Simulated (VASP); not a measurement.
A run of VASP 6.6.1 is set up as follows.

The input POSCAR:

```
P
1.0
    1.7257251780      0.9963478961      3.1296800121
   -1.7257251780      0.9963478961      3.1296800121
    0.0000000000     -1.9926957921      3.1296800121
P
2
Direct
    0.7729197500      0.7729197500      0.7729197500
    0.2270802500      0.2270802500      0.2270802500
```

File INCAR.step1:

```
SYSTEM = P
ALGO     = Normal         ! electronic algorithm
EDIFF    = 1E-4           ! SCF threshold, eV
ENCUT    = 520            ! plane-wave cutoff, eV
GGA      = PE             ! functional
ISMEAR   = 1              ! smearing method
LASPH    = .True.         ! aspherical terms in the spheres
LCHARG   = .False.        ! write CHGCAR
LREAL    = .False.        ! projectors in reciprocal space
LWAVE    = .True.         ! write WAVECAR
NBANDS   = 12             ! bands
NELM     = 80             ! most SCF steps
PREC     = Accurate       ! precision mode
SIGMA    = 0.1            ! smearing width, eV
```

The input INCAR.step2:

```
SYSTEM = P
ALGO     = Normal         ! electronic algorithm
EDIFF    = 1E-6           ! SCF threshold, eV
ENCUT    = 520            ! plane-wave cutoff, eV
ISIF     = 2              ! what is computed and relaxed
ISMEAR   = 1              ! smearing method
ISTART   = 1            
LASPH    = .True.         ! aspherical terms in the spheres
LCHARG   = .False.        ! write CHGCAR
LMIXTAU  = .True.       
LREAL    = .False.        ! projectors in reciprocal space
LWAVE    = .False.        ! write WAVECAR
METAGGA  = R2SCAN         ! meta-GGA
NBANDS   = 12             ! bands
NELM     = 80             ! most SCF steps
PREC     = Accurate       ! precision mode
SIGMA    = 0.1            ! smearing width, eV
```

KPOINTS

```
k-points
0
Gamma
  8 8 8
  0 0 0
```

Potentials or basis: VASP PAW PBE potentials, release 64 (P).

Command:

```bash
$ cat potpaw_PBE.64/P/POTCAR > POTCAR
$ cp INCAR.step1 INCAR
$ mpirun -np 1 vasp_std > vasp.out
$ cp INCAR.step2 INCAR
$ mpirun -np 1 vasp_std > vasp.out
```

Problem. Estimate the band gap on the k mesh.

Solution. Zero (band 5 reaches 9.31 eV, above the bottom of band 6 at 8.85 eV).

Problem. What does it give for the largest force?

Solution. 0.080 eV/Å.

Problem. Estimate the pressure.

Solution. 0.4 GPa.

Forces in eV/Å, atoms in the order of the input:
```
P    0.000  0.000  0.080
P    0.000  0.000 -0.080
```

Caveat: the PAW data sets were made with another functional, which shifts forces and pressure a little.
